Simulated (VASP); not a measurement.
Write the native input for VASP 6.6.1 that does the following.

- Task: single point
- Functional: r2SCAN
- Potentials or basis: VASP PAW PBE potentials, release 64 (Mg, O)
- Cutoff: 520 eV
- k mesh: 12 × 12 × 12
- Occupations: gaussian, width 0.02 eV
- Spin: no spin polarisation
- Dipole correction: no
- Further INCAR settings: ALGO = Normal; EDIFF = 1e-06; NBANDS = 14

Crystal: MgO2.

```
Mg O
1.0
     1.49881    0.86534    3.37898
    -1.49881    0.86534    3.37898
     0.00000   -1.73068    3.37898
Mg O
1 2
Cartesian
  0.0000 0.0000 0.0000
  0.0000 0.0000 4.3519
  0.0000 0.0000 5.7851
```

The input as run:

POSCAR

```
MgO2
1.0
    1.4988135926      0.8653404312      3.3789834331
   -1.4988135926      0.8653404312      3.3789834331
    0.0000000000     -1.7306808623      3.3789834331
Mg O
1 2
Direct
    0.0000000000      0.0000000000      0.0000000000
    0.4293059012      0.4293059012      0.4293059012
    0.5706940988      0.5706940988      0.5706940988
```

INCAR.step1

```
SYSTEM = MgO2
PREC = Accurate ; ENCUT = 520
ISMEAR = 0 ; SIGMA = 0.02
LREAL = .False. ; LASPH = .True.
NELM = 80 ; NBANDS = 14
GGA = PE ; ALGO = Normal
EDIFF = 1E-4 ; LWAVE = .True.
LCHARG = .False.
```

INCAR.step2

```
SYSTEM = MgO2
PREC = Accurate ; ENCUT = 520
EDIFF = 1E-6 ; ISMEAR = 0
SIGMA = 0.02 ; LREAL = .False.
LASPH = .True. ; NELM = 80
ALGO = Normal ; ISIF = 2
LWAVE = .False. ; LCHARG = .False.
METAGGA = R2SCAN ; LMIXTAU = .True.
NBANDS = 14 ; ISTART = 1
```

KPOINTS

```
Automatic mesh
0
Gamma
  12 12 12
  0 0 0
```

Potentials or basis: VASP PAW PBE potentials, release 64 (Mg, O).

Run with:

```sh
$ cat potpaw_PBE.64/Mg/POTCAR potpaw_PBE.64/O/POTCAR > POTCAR
$ cp INCAR.step1 INCAR
$ mpirun -np 1 vasp_std > vasp.out
$ cp INCAR.step2 INCAR
$ mpirun -np 1 vasp_std > vasp.out
```

It gave:

- Pressure: 22.2 GPa
- Largest force: 0.325 eV/Å
- Band gap on the k mesh: 3.55 eV

Caveat: the cell stands under pressure; the PAW data sets were made with another functional, which shifts forces and pressure a little.

Run time: 110 s on 1 thread of Intel(R) Xeon(R) 6975P-C (Granite Rapids), on a shared host, peak memory 0.21 GiB.
